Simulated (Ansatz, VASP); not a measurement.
# Two plane-wave programs on GaSi3S2

```xyz
6
Lattice="8.1852 0.0000 0.0000 -4.0926 7.0886 0.0000 0.0000 0.0000 2.4080" Properties=species:S:1:pos:R:3 pbc="T T T"
Ga    0.0000    0.0000    0.0000
Si    4.0926    0.0000    1.2040
Si   -2.0463    3.5443    1.2040
Si    2.0463    3.5443    1.2040
S     0.0000    4.7257    1.2040
S     4.0926    2.3629    1.2040
```

Alike in both runs: functional PBE; k mesh 6 × 6 × 16; occupations gaussian, width 0.1 eV; no spin polarisation.

Ansatz relaxed the structure, and its values are those at the end. VASP's run is a single point on that final structure, the one shown.

|  | VASP | Ansatz |
| --- | --- | --- |
| version | VASP 6.6.1 | Ansatz 0.2.0 |
| potentials or method | VASP PAW PBE potentials, release 64 (Ga_d, Si, S), cutoff 520 eV | scalar-relativistic, plane waves, PAW |
| valence electrons in the cell | 37 | 37 |

```csv
,VASP,Ansatz,Ansatz less VASP
gap on the k mesh at the Fermi level (eV),none,none,-
pressure (GPa),0.0,0.0,+0.05
```

A gap of «none» marks a metal or a gap that the smearing closes.
